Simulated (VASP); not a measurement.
Set up this calculation in VASP 6.6.1, as the native input.

```yaml
Task: single point
Functional: LDA
Potentials_or_basis: VASP PAW LDA potentials, release 64 (Cs_sv, I)
Cutoff: 500 eV
k_mesh: 7 × 7 × 7
Occupations: fermi-dirac, width 0.01 eV
Spin: no spin polarisation
Dipole_correction: no
Further_INCAR_settings: ALGO = Normal; EDIFF = 1e-06; NBANDS = 15
```

The structure of CsI lies in POSCAR:

```
CsI
1.0
    4.6123670000      0.0000000000      0.0000000000
    0.0000000000      4.6123670000      0.0000000000
    0.0000000000      0.0000000000      4.5667000000
Cs I
1 1
Direct
    0.0000000000      0.0000000000      0.0000000000
    0.5000000000      0.5000000000      0.5000000000
```

This cell differs from its parent crystal: equal xx and yy strain of +1 %.

These files were run (other wordings do the same):

INCAR

```
  PREC = Accurate
  ENCUT = 500
  EDIFF = 1E-6
  ISMEAR = -1
  SIGMA = 0.01
  LREAL = False
  LASPH = True
  NELM = 120
  ALGO = Normal
  ISIF = 2
  LWAVE = False
  LCHARG = False
  GGA = CA
  NBANDS = 15
  GGA_COMPAT = False
```

KPOINTS

```
Automatic mesh
0
Gamma
  7 7 7
```

Potentials or basis: VASP PAW LDA potentials, release 64 (Cs_sv, I).

The run is started by

```sh
$ cat potpaw_LDA.64/Cs_sv/POTCAR potpaw_LDA.64/I/POTCAR > POTCAR
$ mpirun -np 1 vasp_std > vasp.out
```

Results of the run:

The pressure is -1.5 GPa. The band gap on the k mesh is 3.47 eV, indirect (least direct gap 3.54 eV).

Caveat: the cell differs from its parent crystal (equal xx and yy strain of +1 %); spin-orbit coupling is left out, which moves the levels of the heavy elements.

Run time: 32 s on 1 thread of Intel(R) Xeon(R) Platinum 8259CL CPU @ 2.50GHz (Skylake/Cascade Lake) (shared host), peak memory 0.2 GiB.
